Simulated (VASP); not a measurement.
# Zn (P6_3/mmc) in VASP: further runs

Runs on Zn. Level: PBEsol. Tasks: single point.

Everything below comes from runs of VASP 6.6.1. Logs are shortened: lines on timing, memory, paths and dates and some standing lists are left out, and cuts for length are marked.

## (1) The cell of the first run

The structure is hexagonal, space group P6_3/mmc (No. 194). The conventional cell has a = 2.391 Å, b = 2.391 Å, c = 7.813 Å, α = 90.00°, β = 90.00°, γ = 120.00°. Zn (site symmetry -3m) has 12 Zn at 2.39 Å within 3.2 Å. Zn (site symmetry -6m2) has 12 Zn at 2.39 Å within 3.2 Å.

## (2) Single point, PBEsol

Contents of INCAR:

```
SYSTEM = Zn
PREC = Accurate
ENCUT = 520
EDIFF = 1E-6
ISMEAR = 0
SIGMA = 0.1
LREAL = .FALSE.
LASPH = .TRUE.
NELM = 80
ALGO = Fast
ISIF = 2
LWAVE = .FALSE.
LCHARG = .FALSE.
GGA = PS
NBANDS = 32
```

Contents of KPOINTS:

```
regular mesh
0
G
  12 12 4
  0 0 0
```

Contents of POSCAR:

```
Zn
1.0
    2.3905616439      0.0000000000      0.0000000000
   -1.1952808219      2.0702871129      0.0000000000
    0.0000000000      0.0000000000      7.8128805543
Zn
4
Direct
    0.0000000000      0.0000000000      0.0000000000
    0.3333333333      0.6666666667      0.2500000000
    0.0000000000      0.0000000000      0.5000000000
    0.6666666667      0.3333333333      0.7500000000
```

Potentials or basis: VASP PAW PBE potentials, release 64 (Zn).

Command:

```sh
cat potpaw_PBE.64/Zn/POTCAR > POTCAR
mpirun -np 1 vasp_std > vasp.out
```

OUTCAR:

```text
SYSTEM = Zn
   PREC = Accurate
   ENCUT = 520
   EDIFF = 1E-6
   ISMEAR = 0
   LREAL = .FALSE.
   LASPH = .TRUE.
   NELM = 80
   ISIF = 2
   GGA = PS

 ion  position               nearest neighbor table
   1  0.000  0.000  0.000-   2 2.39   4 2.39   2 2.39   4 2.39   4 2.39   2 2.39
   2  0.333  0.667  0.250-   1 2.39   3 2.39   1 2.39   3 2.39   1 2.39   3 2.39
   3  0.000  0.000  0.500-   2 2.39   4 2.39   2 2.39   4 2.39   4 2.39   2 2.39
   4  0.667  0.333  0.750-   1 2.39   3 2.39   1 2.39   3 2.39   1 2.39   3 2.39

  LATTYP: Found a hexagonal cell.
 ALAT       =     2.3905616439
 C/A-ratio  =     3.2682196563

  Lattice vectors:

 A1 = (   2.3905616439,   0.0000000000,   0.0000000000)
 A2 = (  -1.1952808219,   2.0702871129,   0.0000000000)
 A3 = (   0.0000000000,   0.0000000000,   7.8128805543)

Analysis of symmetry for initial positions (statically):
=====================================================================
 Subroutine PRICEL returns:
 Original cell was already a primitive cell.

 Routine SETGRP: Setting up the symmetry group for a
 hexagonal supercell.

 Subroutine GETGRP returns: Found 24 space group operations
 (whereof 12 operations were pure point group operations)
 out of a pool of 24 trial point group operations.

The static configuration has the point symmetry D_3d.
 The point group associated with its full space group is D_6h.

Analysis of symmetry for dynamics (positions and initial velocities):
=====================================================================
 Subroutine PRICEL returns:
 Original cell was already a primitive cell.

 Routine SETGRP: Setting up the symmetry group for a
 hexagonal supercell.

 Subroutine GETGRP returns: Found 24 space group operations
 (whereof 12 operations were pure point group operations)
 out of a pool of 24 trial point group operations.

The dynamic configuration has the point symmetry D_3d.
 The point group associated with its full space group is D_6h.

 Subroutine INISYM returns: Found 24 space group operations
 (whereof 12 operations are pure point group operations),
 and found     1 'primitive' translations

----------------------------------------------------------------------------------------

                                     Primitive cell

  volume of cell :      38.6671

  direct lattice vectors                    reciprocal lattice vectors
     2.390561644  0.000000000  0.000000000     0.418311740  0.241512395  0.000000000
    -1.195280822  2.070287113  0.000000000     0.000000000  0.483024791  0.000000000
     0.000000000  0.000000000  7.812880554     0.000000000  0.000000000  0.127993765

  length of vectors
     2.390561644  2.390561644  7.812880554     0.483024791  0.483024791  0.127993765

  position of ions in fractional coordinates (direct lattice)
     0.000000000  0.000000000  0.000000000
     0.333333333  0.666666667  0.250000000
     0.000000000  0.000000000  0.500000000
     0.666666667  0.333333333  0.750000000

  ion indices of the primitive-cell ions
   primitive index   ion index
                 1           1
                 2           2
                 3           3
                 4           4

----------------------------------------------------------------------------------------

 KPOINTS: regular mesh

Automatic generation of k-mesh.
 Grid dimensions read from file:
 generate k-points for:   12   12    4

 Generating k-lattice:

  Cartesian coordinates                     Fractional coordinates (reciprocal lattice)
     0.034859312  0.020126033  0.000000000     0.083333333  0.000000000  0.000000000
     0.000000000  0.040252066  0.000000000     0.000000000  0.083333333  0.000000000
     0.000000000  0.000000000  0.031998441     0.000000000  0.000000000  0.250000000

  Length of vectors
     0.040252066  0.040252066  0.031998441

  Shift w.r.t. Gamma in fractional coordinates (k-lattice)
     0.000000000  0.000000000  0.000000000

 Subroutine IBZKPT returns following result:
 ===========================================

 Found     57 irreducible k-points:

 Following reciprocal coordinates:
            Coordinates               Weight
  0.000000  0.000000  0.000000      1.000000
  0.083333  0.000000  0.000000      6.000000
  0.166667  0.000000  0.000000      6.000000
  0.250000  0.000000  0.000000      6.000000
  0.333333  0.000000  0.000000      6.000000
  0.416667  0.000000  0.000000      6.000000
[... 16 lines left out ...]
  0.250000  0.000000  0.250000     12.000000
  0.333333  0.000000  0.250000     12.000000
 [... further k-points ...]
   k-points           NKPTS =     57   k-points in BZ     NKDIM =     57   number of bands    NBANDS=     32
   number of dos      NEDOS =    301   number of ions     NIONS =      4
   total plane-waves  NPLWV =  19440
   dimension x,y,z NGX =    18 NGY =   18 NGZ =   60
   dimension x,y,z NGXF=    36 NGYF=   36 NGZF=  120
   ions per type =               4
   NGX,Y,Z   is equivalent  to a cutoff of  12.52, 12.52, 12.77 a.u.
   NGXF,Y,Z  is equivalent  to a cutoff of  25.04, 25.04, 25.53 a.u.
 SYSTEM =  Zn
   PREC   = accura    normal or accurate (medium, high low for compatibility)
   ISTART =      0    job   : 0-new  1-cont  2-samecut
   ICHARG =      2    charge: 1-file 2-atom 10-const
   ISPIN  =      1    spin polarized calculation?
   LNONCOLLINEAR =      F non collinear calculations
   LSORBIT =      F    spin-orbit coupling
   LASPH  =      T    aspherical Exc in radial PAW
   ENCUT  =  520.0 eV  38.22 Ry    6.18 a.u.   4.44  4.44 14.53*2*pi/ulx,y,z
   NELM   =     80;   NELMIN=  2; NELMDL= -5     # of ELM steps
   EDIFF  = 0.1E-05   stopping-criterion for ELM
   LREAL  =      F    real-space projection
   EDIFFG = 0.1E-04   stopping-criterion for IOM
   NSW    =      0    number of steps for IOM
   IBRION =     -1    ionic relax: 0-MD 1-quasi-New 2-CG
   NFREE  =      0    steps in history (QN), initial steepest desc. (CG)
   ISIF   =      2    stress and relaxation
   ISYM   =      2    0-nonsym 1-usesym 2-fastsym
   POTIM  = 0.5000    time-step for ionic-motion
   TEBEG  =    0.0;   TEEND  =   0.0 temperature during run
   PSTRESS=    0.0 pullay stress
   NELECT =      48.0000    total number of electrons
   NUPDOWN=      -1.0000    fix difference up-down
   EMIN   =  10.00;   EMAX   =-10.00  energy-range for DOS
   EFERMI =   0.00;   METHOD = LEGACY
   ISMEAR =     0;   SIGMA  =   0.10  broadening in eV -4-tet -1-fermi 0-gaus
   EFERMI_NEDOS =   21; number of points for ismear=-14 and -15
   IALGO  =     68    algorithm
   IMIX   =      4    mixing-type and parameters
     AMIX     =   0.40;   BMIX     =  1.00
     AMIX_MAG =   1.60;   BMIX_MAG =  1.00
  volume/ion in A,a.u.               =       9.67        65.23
  Fermi-wavevector in a.u.,A,eV,Ry     =   1.759441  3.324861 42.118632  3.095632
  Thomas-Fermi vector in A             =   2.828403
   LORBIT       =      0    0 simple, 1 ext, 2 COOP (PROOUT), +10 PAW based schemes
   GGA     = PS    functional components
   LHFCALC =     F    Hartree Fock is set to
   AEXX    =    0.0000 exact exchange contribution
   IVDW    =     0    specifies the selected vdW correction
   LEPSILON=     F    determine dielectric tensor
   LRPA    =     F    only Hartree local field effects (RPA)
 non-spin polarized calculation
 RMM-DIIS sequential band-by-band and
 Gauss-broadening in eV      SIGMA  =   0.10
  energy-cutoff  :      520.00
  volume of cell :       38.67
 maximum number of plane-waves:      1079
 NGX is ok and might be reduce to    18
   NGX =  9   NGY =  9   NGZ = 29

 number of electron      47.9999973 magnetization

 Free energy of the ion-electron system (eV)
  ---------------------------------------------------
  ext. energy  EPLUGINS =         0.00000000
  ---------------------------------------------------
  free energy    TOTEN  =        -2.93894339 eV

  energy without entropy =       -2.93729937  energy(sigma->0) =       -2.93812138

 E-fermi :   7.5988     XC(G=0): -14.3314

 val. band max:        7.4949459970   @ k =   0.3333   0.3333   0.2500
 cond. band min:       7.6090940445   @ k =   0.3333   0.0000   0.0000
 fundamental gap:      0.1141480474
 Fermi energy:         7.5987533990

 k-point     1 :       0.0000    0.0000    0.0000
  band No.  band energies     occupation
      1      -7.7430      2.00000
      2      -5.4455      2.00000
      3      -5.4268      2.00000
      4      -4.1848      2.00000
      5      -2.4710      2.00000
      6      -2.4413      2.00000
[... 24 lines left out ...]
     31      28.5443      0.00000
     32      29.1041      0.00000

 k-point     2 :       0.0833    0.0000    0.0000
  band No.  band energies     occupation
      1      -7.4871      2.00000
      2      -5.2277      2.00000
      3      -5.2102      2.00000
      4      -4.0585      2.00000
      5      -2.6277      2.00000
      6      -2.5697      2.00000
[... 24 lines left out ...]
     31      25.9198      0.00000
     32      27.2972      0.00000

 k-point     3 :       0.1667    0.0000    0.0000
  band No.  band energies     occupation
      1      -6.7442      2.00000
      2      -4.6513      2.00000
      3      -4.6389      2.00000
      4      -3.7486      2.00000
      5      -2.8820      2.00000
      6      -2.7629      2.00000
[... 24 lines left out ...]
     31      23.1623      0.00000
     32      25.8251      0.00000

 k-point     4 :       0.2500    0.0000    0.0000
  band No.  band energies     occupation
      1      -5.6247      2.00000
      2      -4.0799      2.00000
      3      -4.0759      2.00000
      4      -3.5140      2.00000
      5      -2.9925      2.00000
      6      -2.9625      2.00000
[... 24 lines left out ...]
     31      21.0256      0.00000
     32      23.6760      0.00000

 k-point     5 :       0.3333    0.0000    0.0000
  band No.  band energies     occupation
      1      -4.5189      2.00000
      2      -3.9780      2.00000
      3      -3.9070      2.00000
      4      -3.5748      2.00000
      5      -3.1889      2.00000
      6      -3.0932      2.00000
[... 584 lines left out ...]
     31      26.7526      0.00000
     32      27.2643      0.00000

 k-point    22 :       0.1667    0.0000    0.2500
  band No.  band energies     occupation
      1      -6.5927      2.00000
      2      -5.4608      2.00000
      3      -3.9873      2.00000
      4      -3.7387      2.00000
      5      -2.8119      2.00000
      6      -2.7512      2.00000
[... 24 lines left out ...]
     31      23.3504      0.00000
     32      24.8274      0.00000

 k-point    23 :       0.2500    0.0000    0.2500
  band No.  band energies     occupation
      1      -5.5003      2.00000
      2      -4.6303      2.00000
      3      -3.6590      2.00000
      4      -3.4764      2.00000
      5      -3.1122      2.00000
      6      -2.9121      2.00000
[... 24 lines left out ...]
     31      21.4859      0.00000
     32      22.8075      0.00000

 k-point    24 :       0.3333    0.0000    0.2500
  band No.  band energies     occupation
      1      -4.4656      2.00000
      2      -4.1318      2.00000
      3      -3.7704      2.00000
      4      -3.5520      2.00000
      5      -3.3073      2.00000
      6      -3.2161      2.00000
[... 24 lines left out ...]
     31      19.6026      0.00000
     32      21.2573      0.00000

 [... further k-points ...]
[... 5 lines left out ...]
  --------------------------------------------------------------------------------------
  -------------------------------------------------------------------------------------
  Total       21.4004072     21.4004072     20.8310053      0.0000000     -0.0000000      0.0000000
  in kB      886.7289923    886.7289923    863.1357444      0.0000000     -0.0000000      0.0000000
  external PRESSURE =     878.8645763 kB  Pullay stress =       0.0000000 kB

 VOLUME and BASIS-vectors are now :
 -----------------------------------------------------------------------------
  energy-cutoff  :      520.00
  volume of cell :       38.67
      direct lattice vectors                 reciprocal lattice vectors
     2.390561644  0.000000000  0.000000000     0.418311740  0.241512395  0.000000000
    -1.195280822  2.070287113  0.000000000     0.000000000  0.483024791  0.000000000
     0.000000000  0.000000000  7.812880554     0.000000000  0.000000000  0.127993765

 POSITION                                       TOTAL-FORCE (eV/Angst)
 -----------------------------------------------------------------------------------
      0.00000      0.00000      0.00000        -0.000000      0.000000      0.000000
     -0.00000      1.38019      1.95322         0.000000     -0.000000     -0.000000
      0.00000      0.00000      3.90644        -0.000000      0.000000      0.000000
      1.19528      0.69010      5.85966        -0.000000      0.000000     -0.000000
 -----------------------------------------------------------------------------------
    total drift:                                0.000000     -0.000000      0.000000

  FREE ENERGIE OF THE ION-ELECTRON SYSTEM (eV)
  ---------------------------------------------------
  free  energy   TOTEN  =        -2.9389433908 eV

  energy  without entropy=       -2.9372993669  energy(sigma->0) =       -2.93812138
```

Wall time 27 s (1 thread of Intel Xeon 6975P-C (Granite Rapids), shared host); peak memory 0.17 GiB.

What came out:

- Free energy: -2.9389 eV
- Pressure: 87.9 GPa
- Band gap on the k mesh: zero (band 24 reaches 9.20 eV, above the bottom of band 25 at 6.64 eV)

Stress tensor (GPa, compression positive):
```
88.67  0.00  0.00
 0.00 88.67  0.00
 0.00  0.00 86.31
```

Levels at points of the mesh, in eV from the Fermi level:
```tsv
k point	band 20	band 21	band 22	band 23	band 24	band 25	band 26	band 27	band 28	band 29
(0.00, 0.00, 0.00)	-8.86	-8.86	-8.54	-8.54	-5.88	-0.96	9.36	9.37	20.09	20.49
(0.50, 0.00, 0.00)	-8.36	-5.65	-4.33	-4.28	-3.37	0.10	0.11	4.73	5.35	6.39
(0.00, 0.00, 0.50)	-8.66	-8.66	-8.66	-8.36	-8.36	2.87	2.87	16.85	16.85	20.45
(0.50, 0.00, 0.50)	-8.39	-5.17	-5.17	-3.62	-3.62	0.81	0.81	2.91	2.91	9.92
```

Caveat: the PAW data sets were made with another functional, which shifts forces and pressure a little.

## (3) Single point, PBEsol

This run uses another cell than the first one, of 14.03 Å³/atom, 1.451 times its volume.

Contents of INCAR:

```
ALGO = Fast
EDIFF = 1E-7
ENCUT = 520
GGA = PS
ISIF = 2
ISMEAR = 0
LASPH = True
LCHARG = False
LREAL = False
LWAVE = False
NBANDS = 32
NELM = 80
PREC = Accurate
SIGMA = 0.1
```

Contents of KPOINTS:

```
k-points
0
Gamma
  12 12 4
```

Contents of POSCAR:

```
Zn
1.0
    2.7324606610      0.0000000000      0.0000000000
   -1.3662303305      2.3663803473      0.0000000000
    0.0000000000      0.0000000000      8.6783782568
Zn
4
Direct
    0.0000000000      0.0000000000      0.0000000000
    0.3333333333      0.6666666667      0.2500000000
    0.0000000000      0.0000000000      0.5000000000
    0.6666666667      0.3333333333      0.7500000000
```

Potentials or basis: VASP PAW PBE potentials, release 64 (Zn).

Command:

```sh
cat potpaw_PBE.64/Zn/POTCAR > POTCAR
mpirun -np 1 vasp_std > vasp.out
```

It took 53 s on 1 thread of Intel Xeon 6975P-C (Granite Rapids), shared host; peak memory 0.2 GiB.

The run converged. Its results:

```yaml
Free_energy: -6.2611 eV
Pressure: 0.3 GPa
Band_gap_on_the_k_mesh: zero (band 24 reaches 5.17 eV, above the bottom of band 25 at 2.63 eV)
```

Stress tensor (GPa, compression positive):
```
 0.50  0.00  0.00
 0.00  0.50  0.00
 0.00  0.00 -0.01
```

Levels at points of the mesh, in eV from the Fermi level:
| k point | band 20 | band 21 | band 22 | band 23 | band 24 | band 25 | band 26 | band 27 | band 28 | band 29 |
| --- | --- | --- | --- | --- | --- | --- | --- | --- | --- | --- |
| (0.00, 0.00, 0.00) | -7.28 | -7.28 | -7.11 | -7.11 | -3.11 | -0.91 | 8.33 | 8.33 | 15.37 | 15.37 |
| (0.50, 0.00, 0.00) | -7.03 | -3.57 | -3.20 | -2.28 | -2.20 | -0.40 | -0.28 | 4.45 | 4.48 | 5.32 |
| (0.00, 0.00, 0.50) | -7.18 | -7.18 | -7.18 | -5.80 | -5.80 | 2.82 | 2.82 | 14.66 | 14.66 | 15.76 |
| (0.50, 0.00, 0.50) | -7.07 | -3.28 | -3.28 | -2.63 | -2.63 | 0.78 | 0.78 | 2.20 | 2.20 | 8.56 |

Caveat: the PAW data sets were made with another functional, which shifts forces and pressure a little.

[end of part 1 of 2]
